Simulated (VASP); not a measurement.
**Sc: relaxation of cell and atoms with PBE**

Sc:

```
Sc
1.0
    -1.47480    1.47480    1.47480
     1.47480   -1.47480    1.47480
     1.47480    1.47480   -1.47480
Sc
1
Direct
  0.00000 0.00000 0.00000
```

```yaml
Program: VASP 6.6.1
Task: relaxation of cell and atoms
Functional: PBE
Potentials_or_basis: VASP PAW PBE potentials, release 64 (Sc_sv)
Cutoff: 600 eV
k_mesh: 18 × 18 × 18
Occupations: fermi-dirac, width 0.1 eV
Spin: no spin polarisation
Target_pressure: 89 GPa
Dipole_correction: no
Further_INCAR_settings: ALGO = Normal; EDIFF = 1e-06; IBRION = 2; EDIFFG = -0.005; NSW = 32; ISIF = 3
```

```
Relaxed volume                                         : 12.89 Å³/atom
Relaxed cell                                           : a = 2.558 Å, b = 2.558 Å, c = 2.558 Å, α = 109.47°, β = 109.47°, γ = 109.47°
Space group after relaxing (to 0.05 Å)                 : Im-3m (No. 229)
Energy change on relaxing (the enthalpy is what falls) : -30.5 meV/atom
Ionic steps                                            : 3
Pressure after relaxing                                : 89.0 GPa
```

Step by step:
```
step  energy change (eV)  largest force (eV/Å)  pressure (GPa)  volume (Å³)
   1              0.0000                0.0000           90.05        12.83
   2             -0.0870                0.0000           87.03        12.99
   3             -0.0305                0.0000           88.97        12.89
```

Final structure:
```yaml
crystal:
  lattice:
    - [-1.47689, 1.47689, 1.47689]
    - [1.47689, -1.47689, 1.47689]
    - [1.47689, 1.47689, -1.47689]
  atoms:
    - { symbol: Sc, position: [0.00000, 0.00000, 0.00000] }
```

Levels at points of the mesh, in eV from the Fermi level:
| k point | band 2 | band 3 | band 4 | band 5 | band 6 | band 7 | band 8 | band 9 |
| --- | --- | --- | --- | --- | --- | --- | --- | --- |
| (0.00, 0.00, 0.00) | -25.55 | -25.55 | -25.55 | -5.18 | 2.25 | 2.25 | 2.25 | 5.15 |
| (0.50, 0.00, 0.00) | -28.29 | -26.32 | -25.61 | -2.97 | -0.28 | 4.00 | 5.42 | 6.04 |
| (0.50, 0.50, 0.50) | -27.28 | -27.28 | -27.28 | -3.44 | -3.44 | 7.65 | 7.65 | 7.65 |

Run time: 23 s on 1 thread of Intel(R) Xeon(R) Platinum 8488C (Sapphire Rapids), with other jobs on the host, peak memory 0.15 GiB.

Caveat: the cell is relaxed towards a set pressure, so the enthalpy falls and the energy may rise.
